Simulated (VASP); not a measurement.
# CdS (Greenockite) (P6_3mc) in VASP: a series of runs

The runs below take CdS (Greenockite) through electric field gradients, with PBEsol, r2SCAN.

Program: VASP 6.6.1. These are calculated values, not measurements. Logs are shortened: lines on timing, memory, paths and dates and some standing lists are left out, and cuts for length are marked.

### Step 1. The cell of the first run

Symmetry: P6_3mc, No. 186, hexagonal system. Conventional cell: a = 4.150 Å, b = 4.150 Å, c = 6.737 Å, α = 90.00°, β = 90.00°, γ = 120.00°. Within 3.3 Å of Cd (site symmetry 3m) lie 4 S at 2.54 Å. Within 3.3 Å of S (site symmetry 3m) lie 4 Cd at 2.54 Å.

### Step 2. Electric field gradients, PBEsol

INCAR reads:

```
SYSTEM = CdS
ALGO     = Normal         ! electronic algorithm
EDIFF    = 1E-8           ! SCF threshold, eV
ENCUT    = 520            ! plane-wave cutoff, eV
GGA      = PS             ! functional
ISIF     = 2              ! what is computed and relaxed
ISMEAR   = -1             ! smearing method
LASPH    = .True.         ! aspherical terms in the spheres
LCHARG   = .False.        ! write CHGCAR
LEFG     = .True.       
LREAL    = .False.        ! projectors in reciprocal space
LWAVE    = .False.        ! write WAVECAR
NBANDS   = 26             ! bands
NELM     = 80             ! most SCF steps
PREC     = Accurate       ! precision mode
SIGMA    = 0.02           ! smearing width, eV
```

KPOINTS reads:

```
k-points
0
Gamma
  12 12 7
  0 0 0
```

POSCAR reads:

```
CdS
1.0
    4.1500000000      0.0000000000      0.0000000000
   -2.0750000000      3.5940054257      0.0000000000
    0.0000000000      0.0000000000      6.7370000000
Cd S
2 2
Direct
    0.3333333333      0.6666666667     -0.0010297073
    0.6666666667      0.3333333333      0.4989702927
    0.3333333333      0.6666666667      0.3760297073
    0.6666666667      0.3333333333      0.8760297073
```

Potentials or basis: VASP PAW PBE potentials, release 64 (Cd, S).

Run with:

```
> cat potpaw_PBE.64/Cd/POTCAR potpaw_PBE.64/S/POTCAR > POTCAR
> mpirun -np 1 vasp_std > vasp.out
```

OUTCAR:

```text
SYSTEM = CdS
   EDIFF = 1E-8
   ENCUT = 520
   GGA = PS
   ISIF = 2
   ISMEAR = -1
   LASPH = .True.
   LREAL = .False.
   NELM = 80
   PREC = Accurate

 ion  position               nearest neighbor table
   1  0.333  0.667  0.999-   4 2.54   4 2.54   4 2.54   3 2.54
   2  0.667  0.333  0.499-   3 2.54   3 2.54   3 2.54   4 2.54
   3  0.333  0.667  0.376-   2 2.54   2 2.54   2 2.54   1 2.54
   4  0.667  0.333  0.876-   1 2.54   1 2.54   1 2.54   2 2.54

  LATTYP: Found a hexagonal cell.
 ALAT       =     4.1500000000
 C/A-ratio  =     1.6233734940

  Lattice vectors:

 A1 = (   4.1500000000,   0.0000000000,   0.0000000000)
 A2 = (  -2.0750000000,   3.5940054257,   0.0000000000)
 A3 = (   0.0000000000,   0.0000000000,   6.7370000000)

Analysis of symmetry for initial positions (statically):
=====================================================================
 Subroutine PRICEL returns:
 Original cell was already a primitive cell.

 Routine SETGRP: Setting up the symmetry group for a
 hexagonal supercell.

 Subroutine GETGRP returns: Found 12 space group operations
 (whereof  6 operations were pure point group operations)
 out of a pool of 24 trial point group operations.

The static configuration has the point symmetry C_3v.
 The point group associated with its full space group is C_6v.

Analysis of symmetry for dynamics (positions and initial velocities):
=====================================================================
 Subroutine PRICEL returns:
 Original cell was already a primitive cell.

 Routine SETGRP: Setting up the symmetry group for a
 hexagonal supercell.

 Subroutine GETGRP returns: Found 12 space group operations
 (whereof  6 operations were pure point group operations)
 out of a pool of 24 trial point group operations.

The dynamic configuration has the point symmetry C_3v.
 The point group associated with its full space group is C_6v.

 Subroutine INISYM returns: Found 12 space group operations
 (whereof  6 operations are pure point group operations),
 and found     1 'primitive' translations

----------------------------------------------------------------------------------------

                                     Primitive cell

  volume of cell :     100.4832

  direct lattice vectors                    reciprocal lattice vectors
     4.150000000  0.000000000  0.000000000     0.240963855  0.139120547  0.000000000
    -2.075000000  3.594005426  0.000000000     0.000000000  0.278241094  0.000000000
     0.000000000  0.000000000  6.737000000     0.000000000  0.000000000  0.148434021

  length of vectors
     4.150000000  4.150000000  6.737000000     0.278241094  0.278241094  0.148434021

  position of ions in fractional coordinates (direct lattice)
     0.333333333  0.666666667  0.998970293
     0.666666667  0.333333333  0.498970293
     0.333333333  0.666666667  0.376029707
     0.666666667  0.333333333  0.876029707

  ion indices of the primitive-cell ions
   primitive index   ion index
                 1           1
                 2           2
                 3           3
                 4           4

----------------------------------------------------------------------------------------

 KPOINTS: k-points

Automatic generation of k-mesh.
 Grid dimensions read from file:
 generate k-points for:   12   12    7

 Generating k-lattice:

  Cartesian coordinates                     Fractional coordinates (reciprocal lattice)
     0.020080321  0.011593379  0.000000000     0.083333333  0.000000000  0.000000000
     0.000000000  0.023186758  0.000000000     0.000000000  0.083333333  0.000000000
     0.000000000  0.000000000  0.021204860     0.000000000  0.000000000  0.142857143

  Length of vectors
     0.023186758  0.023186758  0.021204860

  Shift w.r.t. Gamma in fractional coordinates (k-lattice)
     0.000000000  0.000000000  0.000000000

 Subroutine IBZKPT returns following result:
 ===========================================

 Found     76 irreducible k-points:

 Following reciprocal coordinates:
            Coordinates               Weight
  0.000000  0.000000  0.000000      1.000000
  0.083333 -0.000000  0.000000      6.000000
  0.166667 -0.000000  0.000000      6.000000
  0.250000 -0.000000  0.000000      6.000000
  0.333333 -0.000000  0.000000      6.000000
  0.416667 -0.000000  0.000000      6.000000
[... 16 lines left out ...]
  0.250000 -0.000000  0.142857     12.000000
  0.333333 -0.000000  0.142857     12.000000
 [... further k-points ...]
   k-points           NKPTS =     76   k-points in BZ     NKDIM =     76   number of bands    NBANDS=     26
   number of dos      NEDOS =    301   number of ions     NIONS =      4
   total plane-waves  NPLWV =  51200
   dimension x,y,z NGX =    32 NGY =   32 NGZ =   50
   dimension x,y,z NGXF=    64 NGYF=   64 NGZF=  100
   ions per type =               2   2
   NGX,Y,Z   is equivalent  to a cutoff of  12.82, 12.82, 12.34 a.u.
   NGXF,Y,Z  is equivalent  to a cutoff of  25.64, 25.64, 24.68 a.u.
 SYSTEM =  CdS
   PREC   = accura    normal or accurate (medium, high low for compatibility)
   ISTART =      0    job   : 0-new  1-cont  2-samecut
   ICHARG =      2    charge: 1-file 2-atom 10-const
   ISPIN  =      1    spin polarized calculation?
   LNONCOLLINEAR =      F non collinear calculations
   LSORBIT =      F    spin-orbit coupling
   LASPH  =      T    aspherical Exc in radial PAW
   ENCUT  =  520.0 eV  38.22 Ry    6.18 a.u.   7.72  7.72 12.53*2*pi/ulx,y,z
   NELM   =     80;   NELMIN=  2; NELMDL= -5     # of ELM steps
   EDIFF  = 0.1E-07   stopping-criterion for ELM
   LREAL  =      F    real-space projection
   EDIFFG = 0.1E-06   stopping-criterion for IOM
   NSW    =      0    number of steps for IOM
   IBRION =     -1    ionic relax: 0-MD 1-quasi-New 2-CG
   NFREE  =      0    steps in history (QN), initial steepest desc. (CG)
   ISIF   =      2    stress and relaxation
   ISYM   =      2    0-nonsym 1-usesym 2-fastsym
   POTIM  = 0.5000    time-step for ionic-motion
   TEBEG  =    0.0;   TEEND  =   0.0 temperature during run
   PSTRESS=    0.0 pullay stress
   NELECT =      36.0000    total number of electrons
   NUPDOWN=      -1.0000    fix difference up-down
   EMIN   =  10.00;   EMAX   =-10.00  energy-range for DOS
   EFERMI =   0.00;   METHOD = LEGACY
   ISMEAR =    -1;   SIGMA  =   0.02  broadening in eV -4-tet -1-fermi 0-gaus
   EFERMI_NEDOS =   21; number of points for ismear=-14 and -15
   IALGO  =     38    algorithm
   IMIX   =      4    mixing-type and parameters
     AMIX     =   0.40;   BMIX     =  1.00
     AMIX_MAG =   1.60;   BMIX_MAG =  1.00
  volume/ion in A,a.u.               =      25.12       169.52
  Fermi-wavevector in a.u.,A,eV,Ry     =   1.162727  2.197236 18.394190  1.351935
  Thomas-Fermi vector in A             =   2.299285
   LORBIT       =      0    0 simple, 1 ext, 2 COOP (PROOUT), +10 PAW based schemes
   GGA     = PS    functional components
   LHFCALC =     F    Hartree Fock is set to
   AEXX    =    0.0000 exact exchange contribution
   IVDW    =     0    specifies the selected vdW correction
   LEPSILON=     F    determine dielectric tensor
   LRPA    =     F    only Hartree local field effects (RPA)
 non-spin polarized calculation
  energy-cutoff  :      520.00
  volume of cell :      100.48
 maximum number of plane-waves:      2731
 NGX is ok and might be reduce to    32
   NGX = 15   NGY = 15   NGZ = 25

 number of electron      35.9999998 magnetization

 Free energy of the ion-electron system (eV)
  ---------------------------------------------------
  ext. energy  EPLUGINS =         0.00000000
  ---------------------------------------------------
  free energy    TOTEN  =       -13.63213769 eV

  energy without entropy =      -13.63213769  energy(sigma->0) =      -13.63213769

 E-fermi :   1.5312     XC(G=0):  -9.3113

 val. band max:        1.1001941441   @ k =   0.0000   0.0000   0.0000
 cond. band min:       2.1642492360   @ k =   0.0000   0.0000   0.0000
 fundamental gap:      1.0640550918
 Fermi energy:         1.5312203382

 k-point     1 :       0.0000    0.0000    0.0000
  band No.  band energies     occupation
      1     -11.2081      2.00000
      2     -10.7733      2.00000
      3      -6.5580      2.00000
      4      -6.5528      2.00000
      5      -6.5528      2.00000
      6      -6.4703      2.00000
[... 685 lines left out ...]
     25       9.1368      0.00000
     26       9.9733      0.00000

 [... further k-points ...]
[... 5 lines left out ...]
  --------------------------------------------------------------------------------------
  -------------------------------------------------------------------------------------
  Total       -0.4037689     -0.4037689     -0.3292039      0.0000000      0.0000000      0.0000000
  in kB       -6.4379871     -6.4379871     -5.2490675      0.0000000      0.0000000      0.0000000
  external PRESSURE =      -6.0416806 kB  Pullay stress =       0.0000000 kB

 VOLUME and BASIS-vectors are now :
 -----------------------------------------------------------------------------
  energy-cutoff  :      520.00
  volume of cell :      100.48
      direct lattice vectors                 reciprocal lattice vectors
     4.150000000  0.000000000  0.000000000     0.240963855  0.139120547  0.000000000
    -2.075000000  3.594005426  0.000000000     0.000000000  0.278241094  0.000000000
     0.000000000  0.000000000  6.737000000     0.000000000  0.000000000  0.148434021

 POSITION                                       TOTAL-FORCE (eV/Angst)
 -----------------------------------------------------------------------------------
     -0.00000      2.39600      6.73006        -0.000000      0.000000     -0.000711
      2.07500      1.19800      3.36156         0.000000     -0.000000     -0.000711
     -0.00000      2.39600      2.53331         0.000000     -0.000000      0.000711
      2.07500      1.19800      5.90181        -0.000000      0.000000      0.000711
 -----------------------------------------------------------------------------------
    total drift:                               -0.000000     -0.000000     -0.001369

  FREE ENERGIE OF THE ION-ELECTRON SYSTEM (eV)
  ---------------------------------------------------
  free  energy   TOTEN  =       -13.6321376878 eV

  energy  without entropy=      -13.6321376878  energy(sigma->0) =      -13.63213769

 Electric field gradients (V/A^2)
---------------------------------------------------------------------
 ion       V_xx      V_yy      V_zz      V_xy      V_xz      V_yz
---------------------------------------------------------------------
   1      -1.621    -1.620     3.241     0.000     0.000    -0.000
   2      -1.621    -1.620     3.241     0.000    -0.000     0.000
   3       0.329     0.330    -0.659     0.000     0.000    -0.000
   4       0.329     0.330    -0.659     0.000    -0.000     0.000
---------------------------------------------------------------------

 Electric field gradients after diagonalization (V/A^2)
 (convention: |V_zz| > |V_xx| > |V_yy|)
----------------------------------------------------------------------
 ion       V_xx      V_yy      V_zz     asymmetry (V_yy - V_xx)/ V_zz
----------------------------------------------------------------------
   1      -1.621    -1.620     3.241       0.000
   2      -1.621    -1.620     3.241       0.000
   3       0.330     0.329    -0.659       0.001
   4       0.330     0.329    -0.659       0.001
----------------------------------------------------------------------

           NMR quadrupolar parameters

 Cq : quadrupolar parameter    Cq=e*Q*V_zz/h
 eta: asymmetry parameters     (V_yy - V_xx)/ V_zz
 Q  : nuclear electric quadrupole moment in mb (millibarn)
----------------------------------------------------------------------
 ion       Cq(MHz)       eta       Q (mb)
----------------------------------------------------------------------
   1       0.008       0.000       1.000
   2       0.008       0.000       1.000
   3      -0.002       0.001       1.000
   4      -0.002       0.001       1.000
----------------------------------------------------------------------
```

Wall time 1.8 min (1 thread of Intel Xeon Platinum 8488C (Sapphire Rapids), shared host); peak memory 0.32 GiB.

Results:

* Free energy: -13.6321 eV
* Pressure: -0.6 GPa
* Band gap on the k mesh: 1.06 eV, direct

Levels at points of the mesh, in eV from the valence-band top:
```tsv
k point	band 14	band 15	band 16	band 17	band 18	band 19	band 20	band 21	band 22	band 23
(0.00, 0.00, 0.00)	-0.76	-0.76	-0.04	0.00	0.00	1.06	2.65	6.37	6.37	6.71
(0.50, 0.00, 0.00)	-3.54	-2.65	-1.88	-1.30	-0.76	3.61	3.75	4.99	6.29	6.94
```

Electric field gradients, principal values (V/Å²):
| atom | least | middle | greatest (by size) |
| --- | --- | --- | --- |
| 1 Cd | -1.620 | -1.621 | 3.241 |
| 2 Cd | -1.620 | -1.621 | 3.241 |
| 3 S | 0.329 | 0.330 | -0.659 |
| 4 S | 0.329 | 0.330 | -0.659 |

Caveat: without QUAD_EFG the Cq values of the log hold for a quadrupole moment of 1 mb, not for the nuclei; the PAW data sets were made with another functional, which shifts forces and pressure a little. A k mesh can miss the band edges.

[end of part 1 of 2]
